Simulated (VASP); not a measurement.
**LiSb2: single point with PBE+D3(BJ)**

Crystal: LiSb2.

```
CELL_PARAMETERS angstrom
2.30534 1.33099 3.78465
-2.30534 1.33099 3.78465
0.00000 -2.66198 3.78465
ATOMIC_POSITIONS crystal
Li 0.50000 0.50000 0.50000
Sb 0.74974 0.74974 0.74974
Sb 0.25026 0.25026 0.25026
```

```
Program                : VASP 6.6.1
Task                   : single point
Functional             : PBE
Dispersion             : D3(BJ)
Potentials or basis    : VASP PAW PBE potentials, release 64 (Li_sv, Sb)
Cutoff                 : 520 eV
k mesh                 : 12 × 12 × 12
Occupations            : gaussian, width 0.1 eV
Spin                   : no spin polarisation
Dipole correction      : no
Further INCAR settings : ALGO = Normal; EDIFF = 1e-06; NBANDS = 14
```

* Dispersion energy per atom: -0.413 eV

Levels at points of the mesh, in eV from the Fermi level:
| k point | band 3 | band 4 | band 5 | band 6 | band 7 | band 8 | band 9 | band 10 |
| --- | --- | --- | --- | --- | --- | --- | --- | --- |
| (0.00, 0.00, 0.00) | -5.67 | -2.01 | -1.96 | -1.96 | 1.43 | 1.43 | 1.43 | 3.44 |
| (0.50, 0.00, 0.00) | -9.64 | -1.56 | -1.53 | -1.00 | -0.99 | -0.65 | -0.49 | 6.70 |
| (0.50, 0.50, 0.00) | -7.88 | -5.32 | -3.93 | -3.89 | 1.99 | 3.78 | 3.80 | 5.48 |
| (0.50, 0.50, 0.50) | -9.64 | -1.53 | -1.53 | -0.96 | -0.96 | -0.63 | -0.44 | 6.70 |

Wall time 100 s on 1 thread of Intel(R) Xeon(R) Platinum 8375C CPU @ 2.90GHz (Ice Lake), with other jobs on the host, peak memory 0.33 GiB.

Caveat: spin-orbit coupling is left out, which moves the levels of the heavy elements.
